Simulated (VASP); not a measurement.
Write the native input for VASP 6.6.1 that does the following.

```yaml
Task: single point
Functional: PBE
Potentials_or_basis: VASP PAW PBE potentials, release 64 (Ba_sv, O)
Cutoff: 600 eV
k_mesh: 6 × 6 × 6
Occupations: gaussian, width 0.01 eV
Spin: no spin polarisation
Dipole_correction: no
Further_INCAR_settings: ALGO = Normal; EDIFF = 1e-06; NBANDS = 15
```

The structure of BaO lies in POSCAR:

```
BaO
1.0
    0.0000000000      2.7249516873      2.7249516873
    2.7249516873      0.0000000000      2.7249516873
    2.7249516873      2.7249516873      0.0000000000
Ba O
1 1
Direct
    0.0000000000      0.0000000000      0.0000000000
    0.5000000000      0.5000000000      0.5000000000
```

This cell differs from its parent crystal: volume changed by -5%.

The input as run:

INCAR

```
ALGO = Normal
EDIFF = 1E-6
ENCUT = 600
GGA = PE
GGA_COMPAT = False
ISIF = 2
ISMEAR = 0
LASPH = True
LCHARG = True
LELF = True
LREAL = False
LVHAR = True
LWAVE = False
NBANDS = 15
NELM = 120
PREC = Accurate
SIGMA = 0.01
```

KPOINTS

```
k-points
0
Gamma
  6 6 6
```

Potentials or basis: VASP PAW PBE potentials, release 64 (Ba_sv, O).

Command:

```bash
$ cat potpaw_PBE.64/Ba_sv/POTCAR potpaw_PBE.64/O/POTCAR > POTCAR
$ mpirun -np 1 vasp_std > vasp.out
```

It gave:

```yaml
Pressure: 7.4 GPa
Band_gap_on_the_k_mesh: 1.79 eV, direct
```

Caveat: spin-orbit coupling is left out, which moves the levels of the heavy elements.

Run time: 7.8 s on 1 thread of Intel(R) Xeon(R) Platinum 8559C (Emerald Rapids), with other jobs on the host, peak memory 0.17 GiB.
